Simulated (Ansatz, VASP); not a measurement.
## One calculation of AgCl, two programs

File POSCAR:

```
AgCl
1.0
    3.4339730000      0.0000000000      0.0000000000
    0.0000000000      3.4339730000      0.0000000000
    0.0000000000      0.0000000000      3.4339730000
Ag Cl
1 1
Direct
    0.0000000000      0.0000000000      0.0000000000
    0.5000000000      0.5000000000      0.5000000000
```

The input INCAR.step1:

```
SYSTEM = AgCl
PREC     = Accurate       ! precision mode
ENCUT    = 520            ! plane-wave cutoff, eV
EDIFF    = 1E-5           ! SCF threshold, eV
ISMEAR   = -1             ! smearing method
SIGMA    = 0.05           ! smearing width, eV
LREAL    = .False.        ! projectors in reciprocal space
LASPH    = .True.         ! aspherical terms in the spheres
NELM     = 100            ! most SCF steps
ALGO     = Normal         ! electronic algorithm
ISIF     = 2              ! what is computed and relaxed
LWAVE    = .True.         ! write WAVECAR
LCHARG   = .False.        ! write CHGCAR
GGA      = PE             ! functional
NBANDS   = 16             ! bands
```

File INCAR.step2:

```
SYSTEM = AgCl
PREC     = Accurate       ! precision mode
ENCUT    = 520            ! plane-wave cutoff, eV
EDIFF    = 1E-7           ! SCF threshold, eV
ISMEAR   = -1             ! smearing method
SIGMA    = 0.05           ! smearing width, eV
LREAL    = .False.        ! projectors in reciprocal space
LASPH    = .True.         ! aspherical terms in the spheres
NELM     = 100            ! most SCF steps
ALGO     = Normal         ! electronic algorithm
ISIF     = 2              ! what is computed and relaxed
LWAVE    = .False.        ! write WAVECAR
LCHARG   = .False.        ! write CHGCAR
GGA      = PE             ! functional
LHFCALC  = .True.         ! exact exchange
AEXX     = 0.4            ! exact-exchange fraction
HFSCREEN = 0.2            ! screening, 1/A
PRECFOCK = Normal       
ISTART   = 1            
NBANDS   = 16             ! bands
```

The input KPOINTS:

```
regular mesh
0
Gamma
  4 4 4
  0 0 0
```

Contents of input.yaml:

```yaml
crystal:
  lattice:
    - [3.433973, 0.0, 0.0]
    - [0.0, 3.433973, 0.0]
    - [0.0, 0.0, 3.433973]
  atoms:
    - { symbol: Ag, position: [0.0, 0.0, 0.0] }
    - { symbol: Cl, position: [0.5, 0.5, 0.5] }
hamiltonian:
  xc: { exchange: pbe, correlation: pbe, exx: { coeff: 0.4, omega: 0.2 } }
  pseudopotentials: { kind: paw }
kpoints:
  mp_grid: { grid: [4, 4, 4] }
scf:
  occupations: { method: fermi_dirac, width: 0.05 }
output:
  forces: true
  stress: true
  eigenvalues: true
  write_density: true
  write_potential: true
  elf: true
  volumetric_format: npy
```

Alike in both runs: task single point; functional PBE-based screened hybrid; k mesh 4 × 4 × 4; occupations fermi-dirac, width 0.05 eV; no spin polarisation.

```csv
,VASP,Ansatz
version,VASP 6.6.1,Ansatz 0.2.0
potentials or method,"VASP PAW PBE potentials, release 64 (Ag, Cl)",Ansatz PAW
plane-wave cutoff (eV),520,420
valence electrons in the cell,18,26
```

|  | VASP | Ansatz | Ansatz less VASP |
| --- | --- | --- | --- |
| gap on the k mesh at the Fermi level (eV) | 2.94 | 2.96 | +0.022 |
| least direct gap on the mesh (eV) | 4.37 | 4.39 | +0.013 |
| pressure (GPa) | -0.5 | -0.4 | +0.14 |

VASP's potentials were made for PBE, not for PBE-based screened hybrid. The functional is the same, so the differences come from potentials, cutoffs and numerics. VASP's potentials hold 18 valence electrons a cell and Ansatz's 26, so a difference there can come from the potentials and not from the codes.

The k mesh is coarse, so the values compare programs but aren't converged.
